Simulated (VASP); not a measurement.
Here is a VASP 6.6.1 calculation.

File INCAR:

```
SYSTEM = MoI
PREC     = Accurate       ! precision mode
ENCUT    = 520            ! plane-wave cutoff, eV
EDIFF    = 1E-6           ! SCF threshold, eV
ISMEAR   = -1             ! smearing method
SIGMA    = 0.05           ! smearing width, eV
LREAL    = .False.        ! projectors in reciprocal space
LASPH    = .True.         ! aspherical terms in the spheres
NELM     = 60             ! most SCF steps
ALGO     = Normal         ! electronic algorithm
ISIF     = 2              ! what is computed and relaxed
LWAVE    = .False.        ! write WAVECAR
LCHARG   = .False.        ! write CHGCAR
GGA      = PE             ! functional
NBANDS   = 18             ! bands
```

The input KPOINTS:

```
Automatic mesh
0
Gamma
  7 7 7
  0 0 0
```

File POSCAR:

```
MoI
1.0
    0.0000000000      3.1788513800      3.1788513800
    3.1788513800      0.0000000000      3.1788513800
    3.1788513800      3.1788513800      0.0000000000
Mo I
1 1
Direct
    0.0015460000     -0.0019290000      0.0067510000
    0.7522960000      0.7545080000      0.7371820000
```

Potentials or basis: VASP PAW PBE potentials, release 64 (Mo_sv, I).

The run is started by

```bash
$ cat potpaw_PBE.64/Mo_sv/POTCAR potpaw_PBE.64/I/POTCAR > POTCAR
$ mpirun -np 1 vasp_std > vasp.out
```

Task: Estimate the pressure.

Result: -7.3 GPa.

Task: Predict the largest force.

Result: 0.469 eV/Å.

Stress tensor (GPa, compression positive):
```
-7.27  0.53 -1.12
 0.53 -7.24 -0.82
-1.12 -0.82 -7.29
```

Caveat: the cell differs from its parent crystal (atoms moved at random); an odd number of electrons without spin polarisation forces a metal; a magnetic or distorted state may lie lower.
